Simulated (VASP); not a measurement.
Set up this calculation in VASP 6.6.1, as the native input.

```
Task                   : single point
Functional             : PBEsol
Potentials or basis    : VASP PAW PBE potentials, release 64 (As)
Cutoff                 : 520 eV
k mesh                 : 10 × 10 × 10
Occupations            : fermi-dirac, width 0.05 eV
Spin                   : no spin polarisation
Dipole correction      : no
Further INCAR settings : ALGO = Normal; EDIFF = 1e-06; NBANDS = 8
```

The structure of As lies in POSCAR:

```
As
1.0
    2.6855356826      0.0000000000      0.0000000000
    0.0000000000      2.6855356826      0.0000000000
    0.0000000000      0.0000000000      2.6855356826
As
1
Direct
    0.5000000000      0.5000000000      0.5000000000
```

This cell differs from its parent crystal: volume scaled by 0.98.

One way to write it, as run:

INCAR

```
SYSTEM = As
ALGO = Normal
EDIFF = 1E-6
ENCUT = 520
GGA = PS
ISIF = 2
ISMEAR = -1
LASPH = .True.
LCHARG = .False.
LREAL = .False.
LWAVE = .False.
NBANDS = 8
NELM = 60
PREC = Accurate
SIGMA = 0.05
```

KPOINTS

```
k-points
0
Gamma
  10 10 10
  0 0 0
```

Potentials or basis: VASP PAW PBE potentials, release 64 (As).

Launch:

```console
$ cat potpaw_PBE.64/As/POTCAR > POTCAR
$ mpirun -np 1 vasp_std > vasp.out
```

It gave:

| Property | Result |
| --- | --- |
| Pressure | 0.6 GPa |

Caveat: the PAW data sets were made with another functional, which shifts forces and pressure a little.

It took 4.9 s on 1 thread of Intel(R) Xeon(R) Platinum 8488C (Sapphire Rapids), with other jobs on the host, peak memory 0.12 GiB.
